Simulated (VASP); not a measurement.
Here is a VASP 6.6.1 calculation.

The input POSCAR:

```
GaN
1.0
    0.0000000000      2.2489526566      2.2489526566
    2.2489526566      0.0000000000      2.2489526566
    2.2489526566      2.2489526566      0.0000000000
Ga N
1 1
Direct
    0.0000000000      0.0000000000      0.0000000000
    0.2500000000      0.2500000000      0.2500000000
```

The input INCAR.step1:

```
SYSTEM = GaN
  PREC = Accurate
  ENCUT = 520
  ISMEAR = -1
  SIGMA = 0.02
  LREAL = .FALSE.
  LASPH = .TRUE.
  NELM = 100
  NBANDS = 16
  GGA = PE
  ALGO = Normal
  EDIFF = 1E-4
  LWAVE = .TRUE.
  LCHARG = .FALSE.
```

Contents of INCAR.step2:

```
SYSTEM = GaN
  PREC = Accurate
  ENCUT = 520
  EDIFF = 1E-7
  ISMEAR = -1
  SIGMA = 0.02
  LREAL = .FALSE.
  LASPH = .TRUE.
  NELM = 100
  ALGO = Normal
  ISIF = 2
  LWAVE = .FALSE.
  LCHARG = .FALSE.
  METAGGA = R2SCAN
  LMIXTAU = .TRUE.
  NBANDS = 16
  ISTART = 1
```

Contents of KPOINTS:

```
Automatic mesh
0
G
  8 8 8
  0 0 0
```

Potentials or basis: VASP PAW PBE potentials, release 64 (Ga_d, N).

Launch:

```console
$ cat potpaw_PBE.64/Ga_d/POTCAR potpaw_PBE.64/N/POTCAR > POTCAR
$ cp INCAR.step1 INCAR
$ mpirun -np 1 vasp_std > vasp.out
$ cp INCAR.step2 INCAR
$ mpirun -np 1 vasp_std > vasp.out
```

Predict the pressure.

1.1 GPa.

Predict the band gap on the k mesh.

2.16 eV, direct.

Caveat: the PAW data sets were made with another functional, which shifts forces and pressure a little. r2SCAN opens gaps a little over a GGA but as a rule still falls short of measured ones.
